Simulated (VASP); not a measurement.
# ZnS (I-4m2) in VASP: a series of runs, part 2 of 2

VASP 6.6.1. Earlier steps stand in the parts before.

### 4 Single point, PBE (strain +0.000 along x and y, +0.030 along z)

The input, INCAR:

```
SYSTEM = ZnS
ALGO = Normal
EDIFF = 1E-7
ENCUT = 520
GGA = PE
ISIF = 2
ISMEAR = 0
LASPH = .TRUE.
LCHARG = .TRUE.
LELF = .TRUE.
LREAL = .FALSE.
LVHAR = .TRUE.
LWAVE = .FALSE.
NBANDS = 16
NELM = 60
PREC = Accurate
SIGMA = 0.05
```

The input, KPOINTS:

```
k-points
0
G
  10 10 10
  0 0 0
```

The input, POSCAR:

```
ZnS
1.0
    0.0000000000      2.7046500000      2.7857895000
    2.7046500000      0.0000000000      2.7857895000
    2.7046500000      2.7046500000      0.0000000000
Zn S
1 1
Direct
    0.0000000000      0.0000000000      0.0000000000
    0.7500000000      0.7500000000      0.7500000000
```

Potentials or basis: VASP PAW PBE potentials, release 64 (Zn, S).

On the command line:

```sh
cat potpaw_PBE.64/Zn/POTCAR potpaw_PBE.64/S/POTCAR > POTCAR
mpirun -np 1 vasp_std > vasp.out
```

OUTCAR:

```text
SYSTEM = ZnS
   EDIFF = 1E-7
   ENCUT = 520
   GGA = PE
   ISIF = 2
   ISMEAR = 0
   LASPH = .TRUE.
   LREAL = .FALSE.
   NELM = 60
   PREC = Accurate

 ion  position               nearest neighbor table
   1  0.000  0.000  0.000-   2 2.37   2 2.37   2 2.37   2 2.37
   2  0.750  0.750  0.750-   1 2.37   1 2.37   1 2.37   1 2.37

  LATTYP: Found a body centered tetragonal cell.
 ALAT       =     3.8249527115
 C/A-ratio  =     1.4566399692

  Lattice vectors:

 A1 = (  -2.7046500000,   0.0000000000,   2.7857895000)
 A2 = (   2.7046500000,   0.0000000000,   2.7857895000)
 A3 = (   0.0000000000,   2.7046500000,  -2.7857895000)

Analysis of symmetry for initial positions (statically):
=====================================================================
 Subroutine PRICEL returns:
 Original cell was already a primitive cell.

 Routine SETGRP: Setting up the symmetry group for a
 body centered tetragonal supercell.

 Subroutine GETGRP returns: Found  8 space group operations
 (whereof  8 operations were pure point group operations)
 out of a pool of 16 trial point group operations.

The static configuration has the point symmetry D_2d.

Analysis of symmetry for dynamics (positions and initial velocities):
=====================================================================
 Subroutine PRICEL returns:
 Original cell was already a primitive cell.

 Routine SETGRP: Setting up the symmetry group for a
 body centered tetragonal supercell.

 Subroutine GETGRP returns: Found  8 space group operations
 (whereof  8 operations were pure point group operations)
 out of a pool of 16 trial point group operations.

The dynamic configuration has the point symmetry D_2d.

 Subroutine INISYM returns: Found  8 space group operations
 (whereof  8 operations are pure point group operations),
 and found     1 'primitive' translations

[... 108 lines left out ...]
   EFERMI =   0.00;   METHOD = LEGACY
   ISMEAR =     0;   SIGMA  =   0.05  broadening in eV -4-tet -1-fermi 0-gaus
   EFERMI_NEDOS =   21; number of points for ismear=-14 and -15
   IALGO  =     38    algorithm
   IMIX   =      4    mixing-type and parameters
     AMIX     =   0.40;   BMIX     =  1.00
     AMIX_MAG =   1.60;   BMIX_MAG =  1.00
  volume/ion in A,a.u.               =      20.38       137.52
  Fermi-wavevector in a.u.,A,eV,Ry     =   1.246710  2.355941 21.147350  1.554286
  Thomas-Fermi vector in A             =   2.380875
   LORBIT       =      0    0 simple, 1 ext, 2 COOP (PROOUT), +10 PAW based schemes
   GGA     = PE    functional components
   LHFCALC =     F    Hartree Fock is set to
   AEXX    =    0.0000 exact exchange contribution
   IVDW    =     0    specifies the selected vdW correction
   LEPSILON=     F    determine dielectric tensor
   LRPA    =     F    only Hartree local field effects (RPA)
 non-spin polarized calculation
 Gauss-broadening in eV      SIGMA  =   0.05
  energy-cutoff  :      520.00
  volume of cell :       40.76
 maximum number of plane-waves:      1108
 NGX is ok and might be reduce to    30
   NGX = 15   NGY = 15   NGZ = 15

 number of electron      18.0000000 magnetization

 Free energy of the ion-electron system (eV)
  ---------------------------------------------------
  ext. energy  EPLUGINS =         0.00000000
  ---------------------------------------------------
  free energy    TOTEN  =        -6.84892661 eV

  energy without entropy =       -6.84892661  energy(sigma->0) =       -6.84892661

 E-fermi :   2.0681     XC(G=0):  -9.4788

 val. band max:        1.8437766987   @ k =   0.0000   0.0000   0.0000
 cond. band min:       3.7783823964   @ k =   0.0000   0.0000   0.0000
 fundamental gap:      1.9346056977
 Fermi energy:         2.0681283058

 k-point     1 :       0.0000    0.0000    0.0000
  band No.  band energies     occupation
      1     -11.1082      2.00000
      2      -4.4168      2.00000
      3      -4.3992      2.00000
      4      -4.3992      2.00000
      5      -3.9495      2.00000
      6      -3.9426      2.00000
[... 433 lines left out ...]
      3      -4.1708      2.00000
      4      -4.1616      2.00000
      5      -3.9339      2.00000
      6      -3.8965      2.00000
[... 8 lines left out ...]
     15      15.1979      0.00000
     16      17.3793      0.00000

 [... further k-points ...]
[... 5 lines left out ...]
  --------------------------------------------------------------------------------------
  -------------------------------------------------------------------------------------
  Total       -0.0423703     -0.0423703     -0.3675485      0.0000000      0.0000000      0.0000000
  in kB       -1.6656056     -1.6656056    -14.4485661      0.0000000      0.0000000      0.0000000
  external PRESSURE =      -5.9265924 kB  Pullay stress =       0.0000000 kB

 VOLUME and BASIS-vectors are now :
 -----------------------------------------------------------------------------
  energy-cutoff  :      520.00
  volume of cell :       40.76
      direct lattice vectors                 reciprocal lattice vectors
     0.000000000  2.704650000  2.785789500    -0.184866803  0.184866803  0.179482333
     2.704650000  0.000000000  2.785789500     0.184866803 -0.184866803  0.179482333
     2.704650000  2.704650000  0.000000000     0.184866803  0.184866803 -0.179482333

 POSITION                                       TOTAL-FORCE (eV/Angst)
 -----------------------------------------------------------------------------------
      0.00000      0.00000      0.00000         0.000000      0.000000      0.000000
      4.05697      4.05697      4.17868         0.000000      0.000000      0.000000
 -----------------------------------------------------------------------------------
    total drift:                               -0.000003     -0.000003     -0.000018

  FREE ENERGIE OF THE ION-ELECTRON SYSTEM (eV)
  ---------------------------------------------------
  free  energy   TOTEN  =        -6.8489266077 eV

  energy  without entropy=       -6.8489266077  energy(sigma->0) =       -6.84892661
```

OSZICAR:

```text
N       E                     dE             d eps       ncg     rms          rms(c)
DAV:   1     0.885393576674E+02    0.88539E+02   -0.89557E+03  3264   0.133E+03
DAV:   2    -0.148686547627E+01   -0.90026E+02   -0.84104E+02  3752   0.259E+02
DAV:   3    -0.721608461139E+01   -0.57292E+01   -0.57072E+01  4040   0.634E+01
DAV:   4    -0.727611774755E+01   -0.60033E-01   -0.60018E-01  4048   0.674E+00
DAV:   5    -0.727684560916E+01   -0.72786E-03   -0.72784E-03  4160   0.708E-01    0.648E+00
DAV:   6    -0.686832275971E+01    0.40852E+00   -0.73632E-01  4944   0.295E+01    0.509E+00
DAV:   7    -0.684920528267E+01    0.19117E-01   -0.24086E-01  3960   0.434E+00    0.261E+00
DAV:   8    -0.684847787206E+01    0.72741E-03   -0.48716E-03  4200   0.758E-01    0.676E-01
DAV:   9    -0.684875798583E+01   -0.28011E-03   -0.11646E-03  4056   0.276E-01    0.104E-01
DAV:  10    -0.684893216424E+01   -0.17418E-03   -0.21742E-04  4136   0.147E-01    0.586E-02
DAV:  11    -0.684892565140E+01    0.65128E-05   -0.36591E-05  3680   0.961E-02    0.625E-03
DAV:  12    -0.684892663061E+01   -0.97921E-06   -0.42806E-06  4768   0.218E-02    0.452E-03
DAV:  13    -0.684892660769E+01    0.22922E-07   -0.82230E-07  4144   0.916E-03
   1 F= -.68489266E+01 E0= -.68489266E+01  d E =-.101746E-12
```

stdout:

```text
POSCAR found type information on POSCAR ZnS
 POSCAR found :  2 types and       2 ions
 scaLAPACK will be used
 LDA part: xc-table for (Slater+PW92), standard interpolation
 POSCAR, INCAR and KPOINTS ok, starting setup
 FFT: planning ... GRIDC
 FFT: planning ... GRID_SOFT
 FFT: planning ... GRID
 WAVECAR not read
 entering main loop
```

Run time: 85 s. Hardware: 1 thread of Intel Xeon 8259CL, shared host; peak memory 0.21 GiB.

Results:

```yaml
Free_energy: -6.8489 eV
Pressure: -0.6 GPa
Band_gap_on_the_k_mesh: 1.93 eV, direct
```

Levels at points of the mesh, in eV from the valence-band top:
| k point | band 6 | band 7 | band 8 | band 9 | band 10 | band 11 | band 12 | band 13 |
| --- | --- | --- | --- | --- | --- | --- | --- | --- |
| (0.00, 0.00, 0.00) | -5.79 | -0.11 | 0.00 | 0.00 | 1.93 | 6.39 | 6.39 | 6.39 |
| (0.50, 0.00, 0.00) | -5.60 | -5.11 | -0.93 | -0.77 | 3.20 | 6.80 | 7.03 | 8.72 |
| (0.50, 0.50, 0.00) | -5.61 | -4.58 | -2.04 | -2.04 | 3.54 | 4.22 | 10.50 | 11.75 |
| (0.50, 0.00, 0.50) | -5.57 | -4.41 | -2.21 | -2.16 | 3.40 | 3.95 | 10.82 | 11.54 |

Caveat: the cell differs from its parent crystal (strain +0.000 along x and y, +0.030 along z).

### 5 Overview

| cell | gap on the mesh (eV) | pressure (GPa) |
| --- | --- | --- |
| a = 3.855, b = 3.855, c = 3.768 Å, angles 60.7, 60.7, 58.5°, 2 atoms | 2.04 | 1.5 |
| a = 3.825, b = 3.825, c = 3.882 Å, angles 59.5, 59.5, 61.0°, 2 atoms | 1.97 | 0.4 |
| a = 3.883, b = 3.883, c = 3.825 Å, angles 60.5, 60.5, 59.0°, 2 atoms | 1.93 | -0.6 |

Alike in all rows: task single point; level PBE; potentials or basis VASP PAW PBE potentials, release 64 (Zn, S); no spin polarisation; k mesh 10 × 10 × 10; cutoff (eV) 520; smearing gaussian 0.05 eV.

Total energies depend on the potentials used, so only differences within one code and one set of settings carry meaning.
